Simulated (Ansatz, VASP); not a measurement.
## Al2O3: VASP beside Ansatz

```
Al O
1.0
     5.08915    0.00000    0.00000
     0.00000   10.47982    0.00000
     0.00000    0.00000    3.26777
Al O
4 6
Cartesian
  2.1972 3.4537 1.6339
  2.8919 7.0261 1.6339
  4.7418 1.7862 0.0000
  0.3474 8.6936 0.0000
  3.8400 2.3785 1.6339
  0.0000 0.0000 0.0000
  3.7937 7.6184 0.0000
  1.2954 2.8614 0.0000
  1.2491 8.1013 1.6339
  2.5446 5.2399 1.6339
```

Change from the starting cell: strain +0.080 along x and y, +0.080 along z, atoms carried along.

Alike in both runs: task single point; functional PBE; k mesh 6 × 4 × 8; occupations gaussian, width 0.05 eV; no spin polarisation.

```csv
,VASP,Ansatz
version,VASP 6.6.1,Ansatz 0.2.0
potentials or method,"VASP PAW PBE potentials, release 64 (Al, O), cutoff 520 eV","scalar-relativistic, plane waves, PAW"
valence electrons in the cell,48,48
```

VASP gave:

| Property | Result |
| --- | --- |
| gap on the k mesh at the Fermi level (eV) | 1.90 |
| least direct gap on the mesh (eV) | 1.90 |
| pressure (GPa) | -20.9 |
| traceless stress, the component that is largest in VASP (GPa) | -5.01 |
| rms of the force components (eV/Å) | 0.334 |

Q: Estimate Ansatz's values.

A: gap on the k mesh at the Fermi level (eV): 1.92; least direct gap on the mesh (eV): 1.92; pressure (GPa): -20.7; traceless stress, the component that is largest in VASP (GPa): -5.05; rms of the force components (eV/Å): 0.336.

Atom by atom the forces differ by 0.002 eV/Å (rms over components). The functional is the same, so the differences come from potentials, cutoffs and numerics.
